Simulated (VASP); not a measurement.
# Co (P6_3/mmc) in VASP: single point with PBE

Aim: the single point of Co with PBE.

All numbers are computed with VASP 6.6.1; they aren't measurements. Logs are shortened: lines on timing, memory, paths and dates and some standing lists are left out, and cuts for length are marked.

## (1) The cell of the first run

The structure is hexagonal, space group P6_3/mmc (No. 194). Conventional cell: a = 2.494 Å, b = 2.494 Å, c = 4.030 Å, α = 90.00°, β = 90.00°, γ = 120.00°. Co (site symmetry -6m2) has 12 Co at 2.48 to 2.49 Å within 3.3 Å.

## (2) Single point, PBE, collinear spin, antiferromagnetic start

Input file INCAR:

```
ALGO = Normal ; EDIFF = 1E-6
ENCUT = 520 ; GGA = PE
ISIF = 2 ; ISMEAR = 0
ISPIN = 2 ; LASPH = True
LCHARG = True ; LELF = True
LMAXMIX = 4 ; LORBIT = 11
LREAL = False ; LVHAR = True
LWAVE = False ; MAGMOM = 1.5 1.5 -1.5 -1.5
NBANDS = 30 ; NELM = 150
PREC = Accurate ; SIGMA = 0.05
```

Input file KPOINTS:

```
k-points
0
Gamma
  16 16 4
```

Input file POSCAR:

```
Co
1.0
    2.4937131646      0.0000000000      0.0000000000
   -1.2468565823      2.1596189503      0.0000000000
    0.0000000000      0.0000000000      8.0601803572
Co
4
Direct
    0.3333333333      0.6666666667      0.1250000000
    0.6666666667      0.3333333333      0.3750000000
    0.3333333333      0.6666666667      0.6250000000
    0.6666666667      0.3333333333      0.8750000000
```

Potentials or basis: VASP PAW PBE potentials, release 64 (Co).

The run is started by

```console
$ cat potpaw_PBE.64/Co/POTCAR > POTCAR
$ mpirun -np 1 vasp_std > vasp.out
```

OUTCAR:

```text
EDIFF = 1E-6
   ENCUT = 520
   GGA = PE
   ISIF = 2
   ISMEAR = 0
   ISPIN = 2
   LASPH = True
   LORBIT = 11
   LREAL = False
   NELM = 150
   PREC = Accurate

 ion  position               nearest neighbor table
   1  0.333  0.667  0.125-   2 2.48   4 2.48   2 2.48   4 2.48   2 2.48   4 2.48
   2  0.667  0.333  0.375-   1 2.48   3 2.48   1 2.48   3 2.48   1 2.48   3 2.48
   3  0.333  0.667  0.625-   2 2.48   4 2.48   2 2.48   4 2.48   2 2.48   4 2.48
   4  0.667  0.333  0.875-   1 2.48   3 2.48   1 2.48   3 2.48   1 2.48   3 2.48

  LATTYP: Found a hexagonal cell.
 ALAT       =     2.4937131646
 C/A-ratio  =     3.2322002673

  Lattice vectors:

 A1 = (   2.4937131646,   0.0000000000,   0.0000000000)
 A2 = (  -1.2468565823,   2.1596189503,   0.0000000000)
 A3 = (   0.0000000000,   0.0000000000,   8.0601803572)

Analysis of symmetry for initial positions (statically):
=====================================================================
 Subroutine PRICEL returns following result:

  LATTYP: Found a hexagonal cell.
 ALAT       =     2.4937131646
 C/A-ratio  =     1.6161001337
[... 12 lines left out ...]
 Subroutine GETGRP returns: Found 24 space group operations
 (whereof 12 operations were pure point group operations)
 out of a pool of 24 trial point group operations.

The static configuration has the point symmetry D_3d.
 The point group associated with its full space group is D_6h.

Analysis of symmetry for dynamics (positions and initial velocities):
=====================================================================
 Subroutine PRICEL returns following result:

  LATTYP: Found a hexagonal cell.
 ALAT       =     2.4937131646
 C/A-ratio  =     1.6161001337
[... 12 lines left out ...]
 Subroutine GETGRP returns: Found 24 space group operations
 (whereof 12 operations were pure point group operations)
 out of a pool of 24 trial point group operations.

The dynamic configuration has the point symmetry D_3d.
 The point group associated with its full space group is D_6h.

Analysis of structural, dynamic, and magnetic symmetry:
=====================================================================
 Subroutine PRICEL returns following result:

  LATTYP: Found a hexagonal cell.
 ALAT       =     2.4937131646
 C/A-ratio  =     1.6161001337
[... 12 lines left out ...]
 Subroutine GETGRP returns: Found 12 space group operations
 (whereof 12 operations were pure point group operations)
 out of a pool of 24 trial point group operations.

The overall configuration has the point symmetry D_3d.

 Subroutine INISYM returns: Found 12 space group operations
 (whereof 12 operations are pure point group operations),
 and found     2 'primitive' translations

----------------------------------------------------------------------------------------

                                     Primitive cell

  volume of cell :      21.7039

  direct lattice vectors                    reciprocal lattice vectors
     2.493713165  0.000000000  0.000000000     0.401008430  0.231522325  0.000000000
    -1.246856582  2.159618950  0.000000000     0.000000000  0.463044650  0.000000000
     0.000000000  0.000000000  4.030090179     0.000000000  0.000000000  0.248133405

  length of vectors
     2.493713165  2.493713165  4.030090179     0.463044650  0.463044650  0.248133405

  position of ions in fractional coordinates (direct lattice)
     0.333333333  0.666666667  0.250000000
     0.666666667  0.333333333  0.750000000

  ion indices of the primitive-cell ions
   primitive index   ion index
                 1           1
                 2           2

----------------------------------------------------------------------------------------

 KPOINTS: k-points

Automatic generation of k-mesh.
 Grid dimensions read from file:
 generate k-points for:   16   16    4

 Generating k-lattice:

  Cartesian coordinates                     Fractional coordinates (reciprocal lattice)
     0.025063027  0.014470145  0.000000000     0.062500000  0.000000000  0.000000000
     0.000000000  0.028940291  0.000000000     0.000000000  0.062500000  0.000000000
     0.000000000  0.000000000  0.031016676     0.000000000  0.000000000  0.250000000

  Length of vectors
     0.028940291  0.028940291  0.031016676

  Shift w.r.t. Gamma in fractional coordinates (k-lattice)
     0.000000000  0.000000000  0.000000000

 Subroutine IBZKPT returns following result:
 ===========================================

 Found    111 irreducible k-points:

 Following reciprocal coordinates:
            Coordinates               Weight
  0.000000  0.000000  0.000000      1.000000
  0.062500  0.000000  0.000000      6.000000
  0.125000  0.000000  0.000000      6.000000
  0.187500 -0.000000  0.000000      6.000000
  0.250000  0.000000  0.000000      6.000000
  0.312500  0.000000  0.000000      6.000000
[... 16 lines left out ...]
  0.187500  0.187500  0.000000      6.000000
  0.250000  0.187500  0.000000     12.000000
 [... further k-points ...]
   k-points           NKPTS =    111   k-points in BZ     NKDIM =    111   number of bands    NBANDS=     30
   number of dos      NEDOS =    301   number of ions     NIONS =      4
   total plane-waves  NPLWV =  24000
   dimension x,y,z NGX =    20 NGY =   20 NGZ =   60
   dimension x,y,z NGXF=    40 NGYF=   40 NGZF=  120
   ions per type =               4
   NGX,Y,Z   is equivalent  to a cutoff of  13.33, 13.33, 12.38 a.u.
   NGXF,Y,Z  is equivalent  to a cutoff of  26.67, 26.67, 24.75 a.u.
 SYSTEM =  unknown system
   PREC   = accura    normal or accurate (medium, high low for compatibility)
   ISTART =      0    job   : 0-new  1-cont  2-samecut
   ICHARG =      2    charge: 1-file 2-atom 10-const
   ISPIN  =      2    spin polarized calculation?
   LNONCOLLINEAR =      F non collinear calculations
   LSORBIT =      F    spin-orbit coupling
   LASPH  =      T    aspherical Exc in radial PAW
   ENCUT  =  520.0 eV  38.22 Ry    6.18 a.u.   4.64  4.64 14.99*2*pi/ulx,y,z
   NELM   =    150;   NELMIN=  2; NELMDL= -5     # of ELM steps
   EDIFF  = 0.1E-05   stopping-criterion for ELM
   LREAL  =      F    real-space projection
   EDIFFG = 0.1E-04   stopping-criterion for IOM
   NSW    =      0    number of steps for IOM
   IBRION =     -1    ionic relax: 0-MD 1-quasi-New 2-CG
   NFREE  =      0    steps in history (QN), initial steepest desc. (CG)
   ISIF   =      2    stress and relaxation
   ISYM   =      2    0-nonsym 1-usesym 2-fastsym
   POTIM  = 0.5000    time-step for ionic-motion
   TEBEG  =    0.0;   TEEND  =   0.0 temperature during run
   PSTRESS=    0.0 pullay stress
   NELECT =      36.0000    total number of electrons
   NUPDOWN=      -1.0000    fix difference up-down
   EMIN   =  10.00;   EMAX   =-10.00  energy-range for DOS
   EFERMI =   0.00;   METHOD = LEGACY
   ISMEAR =     0;   SIGMA  =   0.05  broadening in eV -4-tet -1-fermi 0-gaus
   EFERMI_NEDOS =   21; number of points for ismear=-14 and -15
   IALGO  =     38    algorithm
   IMIX   =      4    mixing-type and parameters
     AMIX     =   0.40;   BMIX     =  1.00
     AMIX_MAG =   1.60;   BMIX_MAG =  1.00
  volume/ion in A,a.u.               =      10.85        73.23
  Fermi-wavevector in a.u.,A,eV,Ry     =   1.538106  2.906598 32.188246  2.365769
  Thomas-Fermi vector in A             =   2.644521
   LORBIT       =     11    0 simple, 1 ext, 2 COOP (PROOUT), +10 PAW based schemes
   GGA     = PE    functional components
   LHFCALC =     F    Hartree Fock is set to
   AEXX    =    0.0000 exact exchange contribution
   IVDW    =     0    specifies the selected vdW correction
   LEPSILON=     F    determine dielectric tensor
   LRPA    =     F    only Hartree local field effects (RPA)
 spin polarized calculation
 Gauss-broadening in eV      SIGMA  =   0.05
  energy-cutoff  :      520.00
  volume of cell :       43.41
 maximum number of plane-waves:      1194
 NGX is ok and might be reduce to    20
   NGX =  9   NGY =  9   NGZ = 29

 number of electron      35.9999992 magnetization       0.0000000

 number of electron      35.9999992 magnetization      -0.0000000

 Free energy of the ion-electron system (eV)
  ---------------------------------------------------
  ext. energy  EPLUGINS =         0.00000000
  ---------------------------------------------------
  free energy    TOTEN  =       -27.66033447 eV

  energy without entropy =      -27.65656428  energy(sigma->0) =      -27.65844938

 E-fermi :  10.2962     XC(G=0): -13.4080

 val. band max:       10.2926298886   @ k =   0.2500   0.1875   0.5000
 cond. band min:      10.2981088830   @ k =   0.3125   0.0000   0.5000
 fundamental gap:      0.0054789944
 Fermi energy:        10.2962332165

 spin component 1

 k-point     1 :       0.0000    0.0000    0.0000
  band No.  band energies     occupation
      1       1.3407      1.00000
      2       3.6008      1.00000
      3       3.6412      1.00000
      4       5.4926      1.00000
      5       7.5106      1.00000
      6       7.7409      1.00000
[... 781 lines left out ...]
     29      21.9856      0.00000
     30      23.8403      0.00000

 [... further k-points ...]

 spin component 2

 k-point     1 :       0.0000    0.0000    0.0000
  band No.  band energies     occupation
      1       1.3407      1.00000
      2       3.6008      1.00000
      3       3.6412      1.00000
      4       5.4926      1.00000
      5       7.5106      1.00000
      6       7.7409      1.00000
[... 781 lines left out ...]
     29      21.9856      0.00000
     30      23.8401      0.00000

 [... further k-points ...]

------------------------ aborting loop because EDIFF is reached ----------------------------------------

  FORCE on cell =-STRESS in cart. coord.  units (eV):
  Direction    XX          YY          ZZ          XY          YZ          ZX
  --------------------------------------------------------------------------------------
  -------------------------------------------------------------------------------------
  Total       -0.4722642     -0.4722642     -0.5452819      0.0000000      0.0000000      0.0000000
  in kB      -17.4311957    -17.4311957    -20.1262689      0.0000000      0.0000000      0.0000000
  external PRESSURE =     -18.3295535 kB  Pullay stress =       0.0000000 kB

 VOLUME and BASIS-vectors are now :
 -----------------------------------------------------------------------------
  energy-cutoff  :      520.00
  volume of cell :       43.41
      direct lattice vectors                 reciprocal lattice vectors
     2.493713165  0.000000000  0.000000000     0.401008430  0.231522325  0.000000000
    -1.246856582  2.159618950  0.000000000     0.000000000  0.463044650  0.000000000
     0.000000000  0.000000000  8.060180357     0.000000000  0.000000000  0.124066703

 POSITION                                       TOTAL-FORCE (eV/Angst)
 -----------------------------------------------------------------------------------
     -0.00000      1.43975      1.00752        -0.000000      0.000000      0.707686
      1.24686      0.71987      3.02257         0.000000      0.000000     -0.707686
     -0.00000      1.43975      5.03761        -0.000000      0.000000      0.707686
      1.24686      0.71987      7.05266        -0.000000     -0.000000     -0.707686
 -----------------------------------------------------------------------------------
    total drift:                               -0.000000      0.000000      0.000000

  FREE ENERGIE OF THE ION-ELECTRON SYSTEM (eV)
  ---------------------------------------------------
  free  energy   TOTEN  =       -27.6603344749 eV

  energy  without entropy=      -27.6565642823  energy(sigma->0) =      -27.65844938

 total charge

# of ion       s       p       d       tot
------------------------------------------
    1        0.489   0.522   7.259   8.271
    2        0.489   0.522   7.259   8.271
    3        0.489   0.522   7.259   8.271
    4        0.489   0.522   7.259   8.271
--------------------------------------------------
tot          1.958   2.090  29.036  33.084

 magnetization (x)

# of ion       s       p       d       tot
------------------------------------------
    1       -0.001  -0.014   1.491   1.476
    2       -0.001  -0.014   1.491   1.476
    3        0.001   0.014  -1.491  -1.476
    4        0.001   0.014  -1.491  -1.476
--------------------------------------------------
tot          0.000   0.000   0.000   0.000
```

Run time: 3.4 min. Hardware: 1 thread of Intel Xeon Platinum 8259CL at 2.50GHz (Skylake/Cascade Lake), shared host; peak memory 0.31 GiB.

Results:

| Property | Result |
| --- | --- |
| Free energy | -27.6603 eV |
| Pressure | -1.8 GPa |
| Largest force | 0.708 eV/Å |
| Band gap on the k mesh | zero (filled and empty bands overlap) |
| Net moment | 0.00 μB per cell |
| Site moments | Co +1.48, -1.48 (each value once) μB |
| Valence electrons inside the program's atomic spheres | Co 8.27 |

Forces on the atoms (eV/Å):
```
Co   0.000  0.000  0.708
Co   0.000  0.000 -0.708
Co   0.000  0.000  0.708
Co   0.000  0.000 -0.708
```
